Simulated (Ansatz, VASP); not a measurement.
One calculation of TiO2, two programs

Contents of POSCAR:

```
TiO2
1.0
    4.5940000000      0.0000000000      0.0000000000
    0.0000000000      4.5940000000      0.0000000000
    0.0000000000      0.0000000000      2.9590000000
Ti O
2 4
Direct
    0.0000000000      0.0000000000      0.0000000000
    0.5000000000      0.5000000000      0.5000000000
    0.3060000000      0.3060000000      0.0000000000
    0.1940000000      0.8060000000      0.5000000000
    0.6940000000      0.6940000000      0.0000000000
    0.8060000000      0.1940000000      0.5000000000
```

The input INCAR.step1:

```
PREC = Accurate
ENCUT = 660
ISMEAR = 0
SIGMA = 0.05
LREAL = F
LASPH = T
NELM = 200
LMAXMIX = 4
LDAU = T
LDAUTYPE = 2
LDAUL = 2 -1
LDAUU = 1.1 0
LDAUJ = 0 0
NBANDS = 33
GGA = PE
ALGO = Normal
EDIFF = 1E-5
LWAVE = T
LCHARG = F
GGA_COMPAT = F
```

The input INCAR.step2:

```
PREC = Accurate
ENCUT = 660
EDIFF = 1E-6
ISMEAR = 0
SIGMA = 0.05
LREAL = F
LASPH = T
NELM = 200
ALGO = Normal
ISIF = 2
LWAVE = F
LCHARG = T
LMAXMIX = 4
LDAU = T
LDAUTYPE = 2
LDAUL = 2 -1
LDAUU = 1.1 0
LDAUJ = 0 0
LDAUPRINT = 1
METAGGA = R2SCAN
LMIXTAU = T
LELF = T
LVHAR = T
NBANDS = 33
ISTART = 1
GGA_COMPAT = F
```

Contents of KPOINTS:

```
regular mesh
0
Gamma
  4 4 7
```

Input for Ansatz:

```yaml
crystal:
  lattice:
    - [4.594, 0.0, 0.0]
    - [0.0, 4.594, 0.0]
    - [0.0, 0.0, 2.959]
  atoms:
    - { symbol: Ti, position: [0.0, 0.0, 0.0] }
    - { symbol: Ti, position: [0.5, 0.5, 0.5] }
    - { symbol: O, position: [0.306, 0.306, 0.0] }
    - { symbol: O, position: [0.194, 0.806, 0.5] }
    - { symbol: O, position: [0.694, 0.694, 0.0] }
    - { symbol: O, position: [0.806, 0.194, 0.5] }
hamiltonian:
  xc: r2scan
  pseudopotentials: { kind: paw }
  hubbard: { sites: [{ species: Ti, l: d, u_eff: 1.1 }] }
basis:
  ecutwfc: 500
kpoints:
  mp_grid: { grid: [4, 4, 7] }
scf:
  occupations: { method: gaussian, width: 0.05 }
  lower_state_search: "off"
output:
  forces: true
  stress: true
```

Alike in both runs: task single point; functional r2SCAN; k mesh 4 × 4 × 7; occupations gaussian, width 0.05 eV; no spin polarisation; Hubbard terms Ti d U = 1.1 eV.

```csv
,VASP,Ansatz
version,VASP 6.6.1,Ansatz 0.2.0
potentials or method,"VASP PAW PBE potentials, release 64 (Ti_sv, O), cutoff 660 eV","PAW, plane waves, scalar-relativistic"
valence electrons in the cell,48,48
```

|  | VASP | Ansatz | Ansatz less VASP |
| --- | --- | --- | --- |
| pressure (GPa) | 3.3 | 1.2 | -2.09 |
| traceless stress, the component that is largest in VASP (GPa) | 1.06 | 0.40 | -0.665 |
| rms of the force components (eV/Å) | 0.124 | 0.090 | -0.0340 |

VASP's potentials were made for PBE, not for r2SCAN. The programs project onto different local orbitals, so the same U acts differently, and such runs can settle in different states. Atom by atom the forces differ by 0.034 eV/Å (rms over components).
